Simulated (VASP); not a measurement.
# Rb (P6/mmm) in VASP: a series of runs

Rb is run at these levels: LDA; tasks: single point.

Program: VASP 6.6.1. These are calculated values, not measurements. Logs are shortened: lines on timing, memory, paths and dates and some standing lists are left out, and cuts for length are marked.

**1. The cell of the first run**

Symmetry: P6/mmm, No. 191, hexagonal system. Conventional cell: a = 7.684 Å, b = 7.684 Å, c = 4.593 Å, α = 90.00°, β = 90.00°, γ = 120.00°. Rb (site symmetry -6m2) has 11 Rb at 4.44 to 5.00 Å within 5.8 Å.

**2. Single point, LDA**

File INCAR:

```
SYSTEM = Rb
PREC = Accurate
ENCUT = 520
EDIFF = 1E-7
ISMEAR = -1
SIGMA = 0.1
LREAL = .False.
LASPH = .True.
NELM = 80
ALGO = Normal
ISIF = 2
LWAVE = .False.
LCHARG = .False.
NBANDS = 20
```

File KPOINTS:

```
regular mesh
0
Gamma
  5 5 7
  0 0 0
```

File POSCAR:

```
Rb
1.0
    7.6841191809      0.0000000000      0.0000000000
   -3.8420595904      6.6546424163      0.0000000000
    0.0000000000      0.0000000000      4.5925762344
Rb
3
Direct
    1.0000000000      1.0000000000      0.0000000000
    0.3333333333      0.6666666667      0.5000000000
    0.6666666667      0.3333333333      0.5000000000
```

Potentials or basis: VASP PAW LDA potentials, release 64 (Rb_sv).

Started as:

```sh
cat potpaw_LDA.64/Rb_sv/POTCAR > POTCAR
mpirun -np 1 vasp_std > vasp.out
```

OUTCAR:

```text
SYSTEM = Rb
   PREC = Accurate
   ENCUT = 520
   EDIFF = 1E-7
   ISMEAR = -1
   LREAL = .False.
   LASPH = .True.
   NELM = 80
   ISIF = 2

 ion  position               nearest neighbor table
   1  0.000  0.000  0.000-   2 5.00   3 5.00   2 5.00   3 5.00   2 5.00   2 5.00   3 5.00   3 5.00
                             3 5.00   3 5.00   2 5.00   2 5.00
   2  0.333  0.667  0.500-   3 4.44   3 4.44   3 4.44   1 5.00   1 5.00   1 5.00   1 5.00   1 5.00
                             1 5.00
   3  0.667  0.333  0.500-   2 4.44   2 4.44   2 4.44   1 5.00   1 5.00   1 5.00   1 5.00   1 5.00
                             1 5.00

  LATTYP: Found a hexagonal cell.
 ALAT       =     7.6841191809
 C/A-ratio  =     0.5976711353

  Lattice vectors:

 A1 = (   7.6841191809,   0.0000000000,   0.0000000000)
 A2 = (  -3.8420595904,   6.6546424163,   0.0000000000)
 A3 = (   0.0000000000,   0.0000000000,   4.5925762344)

Analysis of symmetry for initial positions (statically):
=====================================================================
 Subroutine PRICEL returns:
 Original cell was already a primitive cell.

 Routine SETGRP: Setting up the symmetry group for a
 hexagonal supercell.

 Subroutine GETGRP returns: Found 24 space group operations
 (whereof 24 operations were pure point group operations)
 out of a pool of 24 trial point group operations.

The static configuration has the point symmetry D_6h.

Analysis of symmetry for dynamics (positions and initial velocities):
=====================================================================
 Subroutine PRICEL returns:
 Original cell was already a primitive cell.

 Routine SETGRP: Setting up the symmetry group for a
 hexagonal supercell.

 Subroutine GETGRP returns: Found 24 space group operations
 (whereof 24 operations were pure point group operations)
 out of a pool of 24 trial point group operations.

The dynamic configuration has the point symmetry D_6h.

 Subroutine INISYM returns: Found 24 space group operations
 (whereof 24 operations are pure point group operations),
 and found     1 'primitive' translations

----------------------------------------------------------------------------------------

                                     Primitive cell

  volume of cell :     234.8417

[... 80 lines left out ...]
   LNONCOLLINEAR =      F non collinear calculations
   LSORBIT =      F    spin-orbit coupling
   LASPH  =      T    aspherical Exc in radial PAW
   ENCUT  =  520.0 eV  38.22 Ry    6.18 a.u.  14.29 14.29  8.54*2*pi/ulx,y,z
   NELM   =     80;   NELMIN=  2; NELMDL= -5     # of ELM steps
   EDIFF  = 0.1E-06   stopping-criterion for ELM
   LREAL  =      F    real-space projection
   EDIFFG = 0.1E-05   stopping-criterion for IOM
   NSW    =      0    number of steps for IOM
   IBRION =     -1    ionic relax: 0-MD 1-quasi-New 2-CG
   NFREE  =      0    steps in history (QN), initial steepest desc. (CG)
   ISIF   =      2    stress and relaxation
   ISYM   =      2    0-nonsym 1-usesym 2-fastsym
   POTIM  = 0.5000    time-step for ionic-motion
   TEBEG  =    0.0;   TEEND  =   0.0 temperature during run
   PSTRESS=    0.0 pullay stress
   NELECT =      27.0000    total number of electrons
   NUPDOWN=      -1.0000    fix difference up-down
   EMIN   =  10.00;   EMAX   =-10.00  energy-range for DOS
   EFERMI =   0.00;   METHOD = LEGACY
   ISMEAR =    -1;   SIGMA  =   0.10  broadening in eV -4-tet -1-fermi 0-gaus
   EFERMI_NEDOS =   21; number of points for ismear=-14 and -15
   IALGO  =     38    algorithm
   IMIX   =      4    mixing-type and parameters
     AMIX     =   0.40;   BMIX     =  1.00
     AMIX_MAG =   1.60;   BMIX_MAG =  1.00
  volume/ion in A,a.u.               =      78.28       528.26
  Fermi-wavevector in a.u.,A,eV,Ry     =   0.796045  1.504307  8.621847  0.633688
  Thomas-Fermi vector in A             =   1.902492
   LORBIT       =      0    0 simple, 1 ext, 2 COOP (PROOUT), +10 PAW based schemes
   GGA     = CA    functional components
   LHFCALC =     F    Hartree Fock is set to
   AEXX    =    0.0000 exact exchange contribution
   IVDW    =     0    specifies the selected vdW correction
   LEPSILON=     F    determine dielectric tensor
   LRPA    =     F    only Hartree local field effects (RPA)
 non-spin polarized calculation
  energy-cutoff  :      520.00
  volume of cell :      234.84
 maximum number of plane-waves:      6347
 NGX is ok and might be reduce to    60
   NGX = 29   NGY = 29   NGZ = 17

 number of electron      27.0000000 magnetization

 Free energy of the ion-electron system (eV)
  ---------------------------------------------------
  ext. energy  EPLUGINS =         0.00000000
  ---------------------------------------------------
  free energy    TOTEN  =        -3.20342223 eV

  energy without entropy =       -3.12427296  energy(sigma->0) =       -3.16384759

 E-fermi :   0.1271     XC(G=0):  -6.0734

 val. band max:        0.1026380162   @ k =   0.2000   0.2000   0.1429
 cond. band min:       0.3260126494   @ k =   0.4000  -0.0000   0.0000
 fundamental gap:      0.2233746332
 Fermi energy:         0.1270911784

 k-point     1 :       0.0000    0.0000    0.0000
  band No.  band energies     occupation
      1     -28.6204      2.00000
      2     -28.6086      2.00000
      3     -28.5262      2.00000
      4     -12.8397      2.00000
      5     -12.8397      2.00000
      6     -12.7473      2.00000
[... 449 lines left out ...]
     19       2.3945      0.00000
     20       2.9748      0.00000

------------------------ aborting loop because EDIFF is reached ----------------------------------------

  FORCE on cell =-STRESS in cart. coord.  units (eV):
  Direction    XX          YY          ZZ          XY          YZ          ZX
  --------------------------------------------------------------------------------------
  -------------------------------------------------------------------------------------
  Total       -0.0039144     -0.0039144     -0.0117195     -0.0000000      0.0000000     -0.0000000
  in kB       -0.0267052     -0.0267052     -0.0799549     -0.0000000      0.0000000     -0.0000000
  external PRESSURE =      -0.0444551 kB  Pullay stress =       0.0000000 kB

 VOLUME and BASIS-vectors are now :
 -----------------------------------------------------------------------------
  energy-cutoff  :      520.00
  volume of cell :      234.84
      direct lattice vectors                 reciprocal lattice vectors
     7.684119181  0.000000000  0.000000000     0.130138533  0.075135517  0.000000000
    -3.842059590  6.654642416  0.000000000     0.000000000  0.150271034  0.000000000
     0.000000000  0.000000000  4.592576234     0.000000000  0.000000000  0.217742711

 POSITION                                       TOTAL-FORCE (eV/Angst)
 -----------------------------------------------------------------------------------
      0.00000      0.00000      0.00000         0.000000      0.000000      0.000000
     -0.00000      4.43643      2.29629        -0.000000      0.000000      0.000000
      3.84206      2.21821      2.29629         0.000000      0.000000     -0.000000
 -----------------------------------------------------------------------------------
    total drift:                                0.000000     -0.000000      0.000000

  FREE ENERGIE OF THE ION-ELECTRON SYSTEM (eV)
  ---------------------------------------------------
  free  energy   TOTEN  =        -3.2034222252 eV

  energy  without entropy=       -3.1242729561  energy(sigma->0) =       -3.16384759
```

OSZICAR:

```text
N       E                     dE             d eps       ncg     rms          rms(c)
DAV:   1     0.182530541904E+03    0.18253E+03   -0.10227E+04   800   0.104E+03
DAV:   2     0.148182966724E+02   -0.16771E+03   -0.16465E+03  1032   0.213E+02
DAV:   3    -0.258111490725E+01   -0.17399E+02   -0.17358E+02  1256   0.657E+01
DAV:   4    -0.319069164545E+01   -0.60958E+00   -0.60829E+00  1104   0.123E+01
DAV:   5    -0.320883093647E+01   -0.18139E-01   -0.18136E-01  1112   0.189E+00    0.253E+00
DAV:   6    -0.320457656922E+01    0.42544E-02   -0.97562E-03  1236   0.504E-01    0.154E+00
DAV:   7    -0.320334129851E+01    0.12353E-02   -0.10379E-02   952   0.497E-01    0.101E-01
DAV:   8    -0.320341094415E+01   -0.69646E-04   -0.99760E-04  1108   0.175E-01    0.323E-02
DAV:   9    -0.320342000713E+01   -0.90630E-05   -0.23712E-05  1180   0.297E-02    0.142E-02
DAV:  10    -0.320342230781E+01   -0.23007E-05   -0.95714E-06   952   0.195E-02    0.330E-03
DAV:  11    -0.320342222524E+01    0.82570E-07   -0.90987E-07  1124   0.532E-03
   1 F= -.32034222E+01 E0= -.31638476E+01  d E =-.791493E-01
```

stdout:

```text
POSCAR found type information on POSCAR Rb
 POSCAR found :  1 types and       3 ions
 scaLAPACK will be used
 LDA part: xc-table for (Slater(with rela. corr.)+CA(PZ))
 , standard interpolation
 POSCAR, INCAR and KPOINTS ok, starting setup
 FFT: planning ... GRIDC
 FFT: planning ... GRID_SOFT
 FFT: planning ... GRID
 WAVECAR not read
 entering main loop
```

Wall time 55 s (1 thread of AMD EPYC 9R45 (Zen 5), shared host); peak memory 0.26 GiB.

What came out:

```yaml
Free_energy: -3.2034 eV
Pressure: 0.0 GPa
```

Levels at points of the mesh, in eV from the Fermi level:
```
           k point  band 9  band 10  band 11  band 12  band 13  band 14  band 15  band 16  band 17  band 18
(0.00, 0.00, 0.00)  -12.82   -12.78   -12.78   -12.75    -2.18     1.10     1.16     1.16     1.18     1.18
```

**3. Single point, LDA (volume scaled by 0.92)**

File INCAR:

```
PREC = Accurate ; ENCUT = 520
EDIFF = 1E-6 ; ISMEAR = -1
SIGMA = 0.1 ; LREAL = F
LASPH = T ; NELM = 60
ALGO = Normal ; ISIF = 2
LWAVE = F ; LCHARG = F
NBANDS = 20
```

File KPOINTS:

```
regular mesh
0
Gamma
  6 6 8
```

File POSCAR:

```
Rb
1.0
    7.4734884546      0.0000000000      0.0000000000
   -3.7367442273      6.4722308566      0.0000000000
    0.0000000000      0.0000000000      4.4666883291
Rb
3
Direct
    1.0000000000      1.0000000000      0.0000000000
    0.3333333333      0.6666666667      0.5000000000
    0.6666666667      0.3333333333      0.5000000000
```

Potentials or basis: VASP PAW LDA potentials, release 64 (Rb_sv).

Started as:

```sh
cat potpaw_LDA.64/Rb_sv/POTCAR > POTCAR
mpirun -np 1 vasp_std > vasp.out
```

Run time: 79 s. Hardware: 1 thread of AMD EPYC 9R45 (Zen 5), shared host; peak memory 0.27 GiB.

It converged, with:

```yaml
Free_energy: -3.1788 eV
Pressure: 0.3 GPa
```

Levels at points of the mesh, in eV from the Fermi level:
```tsv
k point	band 9	band 10	band 11	band 12	band 13	band 14	band 15	band 16	band 17	band 18
(0.00, 0.00, 0.00)	-12.80	-12.76	-12.76	-12.72	-2.31	1.08	1.18	1.18	1.19	1.19
(0.50, 0.00, 0.00)	-12.81	-12.79	-12.78	-12.72	-1.19	-1.18	0.10	1.01	2.25	2.42
(0.00, 0.00, 0.50)	-12.82	-12.82	-12.78	-12.78	-0.27	0.00	1.20	1.20	1.43	1.43
(0.50, 0.00, 0.50)	-12.86	-12.80	-12.78	-12.77	0.28	0.32	0.87	0.99	1.15	1.64
```

**4. Single point, LDA**

File INCAR:

```
SYSTEM = Rb
PREC     = Accurate       ! precision mode
ENCUT    = 520            ! plane-wave cutoff, eV
EDIFF    = 1E-6           ! SCF threshold, eV
ISMEAR   = -1             ! smearing method
SIGMA    = 0.1            ! smearing width, eV
LREAL    = .False.        ! projectors in reciprocal space
LASPH    = .True.         ! aspherical terms in the spheres
NELM     = 80             ! most SCF steps
ALGO     = Normal         ! electronic algorithm
ISIF     = 2              ! what is computed and relaxed
LWAVE    = .False.        ! write WAVECAR
LCHARG   = .True.         ! write CHGCAR
GGA      = CA             ! functional
LELF     = .True.         ! ELF
LVHAR    = .True.       
NBANDS   = 20             ! bands
```

File KPOINTS:

```
regular mesh
0
Gamma
  6 6 8
  0 0 0
```

File POSCAR:

```
Rb
1.0
    7.6841191809      0.0000000000      0.0000000000
   -3.8420595904      6.6546424163      0.0000000000
    0.0000000000      0.0000000000      4.5925762344
Rb
3
Direct
    1.0000000000      1.0000000000      0.0000000000
    0.3333333333      0.6666666667      0.5000000000
    0.6666666667      0.3333333333      0.5000000000
```

Started as:

```sh
cat potpaw_LDA.64/Rb_sv/POTCAR > POTCAR
mpirun -np 1 vasp_std > vasp.out
```

It took 92 s on 1 thread of AMD EPYC 9R45 (Zen 5), shared host; peak memory 0.3 GiB.

It converged, with:

```yaml
Free_energy: -3.1974 eV
Pressure: 0.0 GPa
```

Levels at points of the mesh, in eV from the Fermi level:
```
           k point  band 10  band 11  band 12  band 13  band 14  band 15  band 16  band 17
(0.00, 0.00, 0.00)   -12.80   -12.80   -12.77    -2.19     1.09     1.15     1.15     1.16
(0.50, 0.00, 0.00)   -12.82   -12.81   -12.77    -1.14    -1.14     0.13     0.92     2.24
(0.00, 0.00, 0.50)   -12.85   -12.81   -12.81    -0.28    -0.01     1.28     1.28     1.47
(0.50, 0.00, 0.50)   -12.84   -12.81   -12.81     0.32     0.32     0.83     0.90     1.21
```

**5. Single point, LDA (volume scaled by 1.04)**

File INCAR:

```
PREC     = Accurate       # precision mode
ENCUT    = 520            # plane-wave cutoff, eV
EDIFF    = 1E-7           # SCF threshold, eV
ISMEAR   = -1             # smearing method
SIGMA    = 0.1            # smearing width, eV
LREAL    = F              # projectors in reciprocal space
LASPH    = T              # aspherical terms in the spheres
NELM     = 60             # most SCF steps
ALGO     = Normal         # electronic algorithm
ISIF     = 2              # what is computed and relaxed
LWAVE    = F              # write WAVECAR
LCHARG   = T              # write CHGCAR
LELF     = T              # ELF
LVHAR    = T            
NBANDS   = 20             # bands
```

File KPOINTS:

```
Automatic mesh
0
Gamma
  6 6 8
```

File POSCAR:

```
Rb
1.0
    7.7852376082      0.0000000000      0.0000000000
   -3.8926188041      6.7422135432      0.0000000000
    0.0000000000      0.0000000000      4.6530117996
Rb
3
Direct
    1.0000000000      1.0000000000      0.0000000000
    0.3333333333      0.6666666667      0.5000000000
    0.6666666667      0.3333333333      0.5000000000
```

Started as:

```sh
cat potpaw_LDA.64/Rb_sv/POTCAR > POTCAR
mpirun -np 1 vasp_std > vasp.out
```

Run time: 97 s. Hardware: 1 thread of AMD EPYC 9R45 (Zen 5), shared host; peak memory 0.3 GiB.

Results (log left out):

```
Free energy : -3.1936 eV
Pressure    : -0.1 GPa
```

Levels at points of the mesh, in eV from the Fermi level:
```csv
k point,band 9,band 10,band 11,band 12,band 13,band 14,band 15,band 16,band 17,band 18
"(0.00, 0.00, 0.00)",-12.85,-12.82,-12.82,-12.79,-2.14,1.09,1.14,1.14,1.15,1.15
"(0.50, 0.00, 0.00)",-12.86,-12.84,-12.83,-12.79,-1.12,-1.12,0.15,0.89,2.24,2.39
"(0.00, 0.00, 0.50)",-12.87,-12.87,-12.83,-12.83,-0.28,-0.02,1.32,1.32,1.49,1.49
"(0.50, 0.00, 0.50)",-12.89,-12.86,-12.83,-12.83,0.32,0.33,0.81,0.86,1.23,1.63
```

**6. Summary**

```tsv
cell	k mesh	gap on the mesh (eV)	pressure (GPa)
a = 7.684, b = 7.684, c = 4.593 Å, angles 90.0, 90.0, 120.0°, 3 atoms	5 × 5 × 7	none	0.0
a = 7.473, b = 7.473, c = 4.467 Å, angles 90.0, 90.0, 120.0°, 3 atoms	6 × 6 × 8	none	0.3
a = 7.684, b = 7.684, c = 4.593 Å, angles 90.0, 90.0, 120.0°, 3 atoms	6 × 6 × 8	none	0.0
a = 7.785, b = 7.785, c = 4.653 Å, angles 90.0, 90.0, 120.0°, 3 atoms	6 × 6 × 8	none	-0.1
```

Alike in all rows: task single point; level LDA; potentials or basis VASP PAW LDA potentials, release 64 (Rb_sv); no spin polarisation; cutoff (eV) 520; smearing fermi-dirac 0.1 eV.

Absolute energies hang on the potentials; compare differences alone.
